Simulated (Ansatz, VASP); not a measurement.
One calculation of CdGe3, two programs

```
Cd Ge
1.0
    -2.11466    2.11466    4.65673
     2.11466   -2.11466    4.65673
     2.11466    2.11466   -4.65673
Cd Ge
1 3
Direct
  0.00000 0.00000 0.00000
  0.50000 0.50000 0.00000
  0.25000 0.75000 0.50000
  0.75000 0.25000 0.50000
```

Alike in both runs: task single point; functional PBE; k mesh 9 × 9 × 9; occupations fermi-dirac, width 0.05 eV; no spin polarisation.

|  | VASP | Ansatz |
| --- | --- | --- |
| version | VASP 6.6.1 | Ansatz 0.2.0 |
| potentials or method | VASP PAW PBE potentials, release 64 (Cd, Ge_d) | Ansatz PAW |
| plane-wave cutoff (eV) | 520 | 420 |
| valence electrons in the cell | 54 | 62 |

Ansatz gave:

* gap on the k mesh at the Fermi level (eV): none
* pressure (GPa): -0.7
* traceless stress, the component that is largest in VASP (GPa): 0.72

Problem. Which values does VASP return?

Solution. gap on the k mesh at the Fermi level (eV): none; pressure (GPa): -0.5; traceless stress, the component that is largest in VASP (GPa): 0.71.

A gap of «none» marks a metal or a gap that the smearing closes. The functional is the same, so the differences come from potentials, cutoffs and numerics. VASP's potentials hold 54 valence electrons a cell and Ansatz's 62, so a difference there can come from the potentials and not from the codes.
